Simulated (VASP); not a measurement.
A run of VASP 6.6.1 is set up as follows.

INCAR

```
SYSTEM = WSe2
  PREC = Accurate
  ENCUT = 520
  EDIFF = 1E-7
  ISMEAR = 0
  SIGMA = 0.01
  LREAL = .False.
  LASPH = .True.
  NELM = 100
  ALGO = Normal
  ISIF = 2
  LWAVE = .False.
  LCHARG = .True.
  GGA = PE
  IVDW = 12
  LELF = .True.
  LVHAR = .True.
  NBANDS = 35
```

Contents of KPOINTS:

```
Automatic mesh
0
Gamma
  12 12 3
  0 0 0
```

The input POSCAR:

```
WSe2
1.0
    3.2790365379      0.0000000000      0.0000000000
   -1.6395182689      2.8397289418      0.0000000000
    0.0000000000      0.0000000000     12.7862979681
W Se
2 4
Direct
    0.3333333333      0.6666666667      0.2500000000
    0.6666666667      0.3333333333      0.7500000000
    0.3333333333      0.6666666667      0.6182757304
    0.6666666667      0.3333333333      0.1182757304
    0.3333333333      0.6666666667      0.8817242696
    0.6666666667      0.3333333333      0.3817242696
```

Potentials or basis: VASP PAW PBE potentials, release 64 (W_sv, Se).

Command:

```bash
$ cat potpaw_PBE.64/W_sv/POTCAR potpaw_PBE.64/Se/POTCAR > POTCAR
$ mpirun -np 1 vasp_std > vasp.out
```

(1) Estimate the largest force.

(2) Predict the pressure.

Answers

(1) 0.048 eV/Å.

(2) 0.3 GPa.

Caveat: spin-orbit coupling is left out, which moves the levels of the heavy elements; an odd mesh through Γ misses points on the zone boundary, where band edges can lie.

**Measured values to compare with.**

From “Time-resolved XUV ARPES with tunable 24–33 eV laser pulses at 30 meV resolution”, 2019, pmc:6684652, for a bulk crystal of WSe2: band gap 1.3 eV (indirect).

Against the measured gap of WSe2, 1.3 eV (indirect; “Time-resolved XUV ARPES with tunable 24–33 eV laser pulses at 30 meV resolution”, 2019, pmc:6684652), the calculated 0.89 eV is off by -0.41 eV. Spin-orbit coupling on Se, W is left out. The value is that of PBE+D3(BJ) on a finite k mesh, which can miss the band edges, without temperature or zero-point motion. Semilocal functionals fall short of measured gaps as a rule.
